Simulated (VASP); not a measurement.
# Cs2NaAlH6 (Fm-3m) in VASP: single point with LDA

Aim: the single point of Cs2NaAlH6 with LDA.

Program: VASP 6.6.1. These are calculated values, not measurements. Logs are shortened: lines on timing, memory, paths and dates and some standing lists are left out, and cuts for length are marked.

## (1) The cell of the first run

Symmetry: Fm-3m, No. 225, cubic system. The conventional cell has a = 8.626 Å, b = 8.626 Å, c = 8.626 Å, α = 90.00°, β = 90.00°, γ = 90.00°. Cs (site symmetry -43m) has 12 H at 3.07 Å and 4 Na at 3.74 Å and 4 Al at 3.74 Å within 4.0 Å. Within 3.3 Å of Na (site symmetry m-3m) lie 6 H at 2.51 Å. Al (site symmetry m-3m) has 6 H at 1.80 Å within 2.4 Å. Within 2.4 Å of H (site symmetry 4mm) lie 1 Al at 1.80 Å.

## (2) Single point, LDA

Input file INCAR:

```
  PREC = Accurate
  ENCUT = 520
  EDIFF = 1E-6
  ISMEAR = 0
  SIGMA = 0.01
  LREAL = False
  LASPH = True
  NELM = 80
  ALGO = Normal
  ISIF = 2
  LWAVE = False
  LCHARG = False
  NBANDS = 28
```

Input file KPOINTS:

```
Automatic mesh
0
Gamma
  4 4 4
```

Input file POSCAR:

```
Cs2NaAlH6
1.0
    0.0000000000      4.3129590000      4.3129590000
    4.3129590000      0.0000000000      4.3129590000
    4.3129590000      4.3129590000      0.0000000000
Cs Na Al H
2 1 1 6
Direct
    0.2500000000      0.2500000000      0.2500000000
    0.7500000000      0.7500000000      0.7500000000
    0.5000000000      0.5000000000      0.5000000000
    0.0000000000      0.0000000000      0.0000000000
    0.2087550000      0.7912450000      0.7912450000
    0.2087550000      0.7912450000      0.2087550000
    0.7912450000      0.2087550000      0.7912450000
    0.7912450000      0.7912450000      0.2087550000
    0.2087550000      0.2087550000      0.7912450000
    0.7912450000      0.2087550000      0.2087550000
```

Potentials or basis: VASP PAW LDA potentials, release 64 (Cs_sv, Na_pv, Al, H).

Command:

```sh
$ cat potpaw_LDA.64/Cs_sv/POTCAR potpaw_LDA.64/Na_pv/POTCAR potpaw_LDA.64/Al/POTCAR potpaw_LDA.64/H/POTCAR > POTCAR
$ mpirun -np 1 vasp_std > vasp.out
```

OUTCAR:

```text
PREC = Accurate
   ENCUT = 520
   EDIFF = 1E-6
   ISMEAR = 0
   LREAL = False
   LASPH = True
   NELM = 80
   ISIF = 2

 ion  position               nearest neighbor table
   1  0.250  0.250  0.250-
   2  0.750  0.750  0.750-
   3  0.500  0.500  0.500-
   4  0.000  0.000  0.000-   5 1.80   6 1.80   7 1.80   8 1.80   9 1.80  10 1.80
   5  0.209  0.791  0.791-   4 1.80
   6  0.209  0.791  0.209-   4 1.80
   7  0.791  0.209  0.791-   4 1.80
   8  0.791  0.791  0.209-   4 1.80
   9  0.209  0.209  0.791-   4 1.80
  10  0.791  0.209  0.209-   4 1.80

  LATTYP: Found a face centered cubic cell.
 ALAT       =     8.6259180000

  Lattice vectors:

 A1 = (   0.0000000000,   4.3129590000,   4.3129590000)
 A2 = (   4.3129590000,   0.0000000000,   4.3129590000)
 A3 = (   4.3129590000,   4.3129590000,   0.0000000000)

Analysis of symmetry for initial positions (statically):
=====================================================================
 Subroutine PRICEL returns:
 Original cell was already a primitive cell.

 Routine SETGRP: Setting up the symmetry group for a
 face centered cubic supercell.

 Subroutine GETGRP returns: Found 48 space group operations
 (whereof 48 operations were pure point group operations)
 out of a pool of 48 trial point group operations.

The static configuration has the point symmetry O_h .

Analysis of symmetry for dynamics (positions and initial velocities):
=====================================================================
 Subroutine PRICEL returns:
 Original cell was already a primitive cell.

 Routine SETGRP: Setting up the symmetry group for a
 face centered cubic supercell.

 Subroutine GETGRP returns: Found 48 space group operations
 (whereof 48 operations were pure point group operations)
 out of a pool of 48 trial point group operations.

The dynamic configuration has the point symmetry O_h .

 Subroutine INISYM returns: Found 48 space group operations
 (whereof 48 operations are pure point group operations),
 and found     1 'primitive' translations

----------------------------------------------------------------------------------------

                                     Primitive cell

  volume of cell :     160.4560
[... 92 lines left out ...]
   IBRION =     -1    ionic relax: 0-MD 1-quasi-New 2-CG
   NFREE  =      0    steps in history (QN), initial steepest desc. (CG)
   ISIF   =      2    stress and relaxation
   ISYM   =      2    0-nonsym 1-usesym 2-fastsym
   POTIM  = 0.5000    time-step for ionic-motion
   TEBEG  =    0.0;   TEEND  =   0.0 temperature during run
   PSTRESS=    0.0 pullay stress
   NELECT =      34.0000    total number of electrons
   NUPDOWN=      -1.0000    fix difference up-down
   EMIN   =  10.00;   EMAX   =-10.00  energy-range for DOS
   EFERMI =   0.00;   METHOD = LEGACY
   ISMEAR =     0;   SIGMA  =   0.01  broadening in eV -4-tet -1-fermi 0-gaus
   EFERMI_NEDOS =   21; number of points for ismear=-14 and -15
   IALGO  =     38    algorithm
   IMIX   =      4    mixing-type and parameters
     AMIX     =   0.40;   BMIX     =  1.00
     AMIX_MAG =   1.60;   BMIX_MAG =  1.00
  volume/ion in A,a.u.               =      16.05       108.28
  Fermi-wavevector in a.u.,A,eV,Ry     =   0.975998  1.844370 12.960543  0.952573
  Thomas-Fermi vector in A             =   2.106582
   LORBIT       =      0    0 simple, 1 ext, 2 COOP (PROOUT), +10 PAW based schemes
   GGA     = CA    functional components
   LHFCALC =     F    Hartree Fock is set to
   AEXX    =    0.0000 exact exchange contribution
   IVDW    =     0    specifies the selected vdW correction
   LEPSILON=     F    determine dielectric tensor
   LRPA    =     F    only Hartree local field effects (RPA)
 non-spin polarized calculation
 Gauss-broadening in eV      SIGMA  =   0.01
  energy-cutoff  :      520.00
  volume of cell :      160.46
 maximum number of plane-waves:      4339
 NGX is ok and might be reduce to    48
   NGX = 23   NGY = 23   NGZ = 23

 number of electron      34.0000003 magnetization

 Free energy of the ion-electron system (eV)
  ---------------------------------------------------
  ext. energy  EPLUGINS =         0.00000000
  ---------------------------------------------------
  free energy    TOTEN  =       -31.53231652 eV

  energy without entropy =      -31.53231652  energy(sigma->0) =      -31.53231652

 E-fermi :   0.5848     XC(G=0):  -8.6786

 val. band max:        0.5372585084   @ k =   0.5000   0.5000   0.0000
 cond. band min:       2.2974805557   @ k =   0.0000   0.0000   0.0000
 fundamental gap:      1.7602220473
 Fermi energy:         0.5848302094

 k-point     1 :       0.0000    0.0000    0.0000
  band No.  band energies     occupation
      1     -22.8382      2.00000
      2     -22.8382      2.00000
      3     -22.8382      2.00000
      4     -19.9759      2.00000
      5     -19.8279      2.00000
      6      -7.0881      2.00000
[... 237 lines left out ...]
     27       7.3860      0.00000
     28       7.3860      0.00000

------------------------ aborting loop because EDIFF is reached ----------------------------------------

  FORCE on cell =-STRESS in cart. coord.  units (eV):
  Direction    XX          YY          ZZ          XY          YZ          ZX
  --------------------------------------------------------------------------------------
  -------------------------------------------------------------------------------------
  Total       -2.3809282     -2.3809282     -2.3809282     -0.0000000     -0.0000000      0.0000000
  in kB      -23.7739251    -23.7739251    -23.7739251     -0.0000000     -0.0000000      0.0000000
  external PRESSURE =     -23.7739251 kB  Pullay stress =       0.0000000 kB

 VOLUME and BASIS-vectors are now :
 -----------------------------------------------------------------------------
  energy-cutoff  :      520.00
  volume of cell :      160.46
      direct lattice vectors                 reciprocal lattice vectors
     0.000000000  4.312959000  4.312959000    -0.115929690  0.115929690  0.115929690
     4.312959000  0.000000000  4.312959000     0.115929690 -0.115929690  0.115929690
     4.312959000  4.312959000  0.000000000     0.115929690  0.115929690 -0.115929690

 POSITION                                       TOTAL-FORCE (eV/Angst)
 -----------------------------------------------------------------------------------
      2.15648      2.15648      2.15648         0.000000      0.000000      0.000000
      6.46944      6.46944      6.46944        -0.000000     -0.000000     -0.000000
      4.31296      4.31296      4.31296         0.000000      0.000000      0.000000
      0.00000      0.00000      0.00000         0.000000     -0.000000     -0.000000
      6.82521      4.31296      4.31296        -0.031331      0.000000      0.000000
      4.31296      1.80070      4.31296         0.000000      0.031331      0.000000
      4.31296      6.82521      4.31296         0.000000     -0.031331      0.000000
      4.31296      4.31296      6.82521         0.000000      0.000000     -0.031331
      4.31296      4.31296      1.80070         0.000000      0.000000      0.031331
      1.80070      4.31296      4.31296         0.031331      0.000000      0.000000
 -----------------------------------------------------------------------------------
    total drift:                               -0.000000     -0.000000     -0.000000

  FREE ENERGIE OF THE ION-ELECTRON SYSTEM (eV)
  ---------------------------------------------------
  free  energy   TOTEN  =       -31.5323165218 eV

  energy  without entropy=      -31.5323165218  energy(sigma->0) =      -31.53231652
```

OSZICAR:

```text
N       E                     dE             d eps       ncg     rms          rms(c)
DAV:   1     0.208788692428E+03    0.20879E+03   -0.13720E+04   448   0.103E+03
DAV:   2    -0.123906254898E+02   -0.22118E+03   -0.20523E+03   504   0.229E+02
DAV:   3    -0.342310787575E+02   -0.21840E+02   -0.21739E+02   576   0.787E+01
DAV:   4    -0.346770507338E+02   -0.44597E+00   -0.44556E+00   544   0.122E+01
DAV:   5    -0.346848252153E+02   -0.77745E-02   -0.77740E-02   560   0.166E+00    0.788E+00
DAV:   6    -0.322065006712E+02    0.24783E+01   -0.15322E+00   596   0.619E+00    0.389E+00
DAV:   7    -0.315157452670E+02    0.69076E+00   -0.29177E+00   532   0.631E+00    0.992E-01
DAV:   8    -0.315615111438E+02   -0.45766E-01   -0.48340E-01   492   0.312E+00    0.659E-01
DAV:   9    -0.315320844155E+02    0.29427E-01   -0.50952E-02   520   0.123E+00    0.155E-01
DAV:  10    -0.315323668290E+02   -0.28241E-03   -0.64713E-03   500   0.327E-01    0.673E-02
DAV:  11    -0.315324169942E+02   -0.50165E-04   -0.95159E-04   520   0.123E-01    0.471E-02
DAV:  12    -0.315323198927E+02    0.97101E-04   -0.21906E-04   512   0.666E-02    0.118E-02
DAV:  13    -0.315323173244E+02    0.25683E-05   -0.74144E-05   568   0.306E-02    0.567E-03
DAV:  14    -0.315323165218E+02    0.80260E-06   -0.50958E-06   484   0.955E-03
   1 F= -.31532317E+02 E0= -.31532317E+02  d E =-.392638E-13
```

Wall time 63 s (1 thread of Intel Xeon 8259CL, shared host); peak memory 0.28 GiB.

Results:

| Property | Result |
| --- | --- |
| Free energy | -31.5323 eV |
| Pressure | -2.4 GPa |
| Largest force | 0.031 eV/Å |
| Band gap on the k mesh | 1.76 eV (least direct gap 2.25 eV) |

Forces in eV/Å, atoms in the order of the input:
```
Cs   0.000  0.000  0.000
Cs   0.000  0.000  0.000
Na   0.000  0.000  0.000
Al   0.000  0.000  0.000
H   -0.031  0.000  0.000
H    0.000  0.031  0.000
H    0.000 -0.031  0.000
H    0.000  0.000 -0.031
H    0.000  0.000  0.031
H    0.031  0.000  0.000
```

Levels at points of the mesh, in eV from the valence-band top:
| k point | band 13 | band 14 | band 15 | band 16 | band 17 | band 18 | band 19 | band 20 | band 21 | band 22 |
| --- | --- | --- | --- | --- | --- | --- | --- | --- | --- | --- |
| (0.00, 0.00, 0.00) | -2.46 | -2.46 | -2.46 | -0.49 | -0.49 | 1.76 | 5.58 | 5.58 | 5.58 | 6.39 |
| (0.50, 0.00, 0.00) | -2.32 | -1.96 | -1.96 | -0.46 | -0.46 | 3.15 | 3.67 | 5.40 | 5.40 | 5.61 |
| (0.50, 0.50, 0.00) | -2.62 | -1.61 | -1.61 | -1.13 | 0.00 | 3.42 | 4.33 | 4.64 | 4.64 | 5.24 |

Caveat: spin-orbit coupling is left out, which moves the levels of the heavy elements.
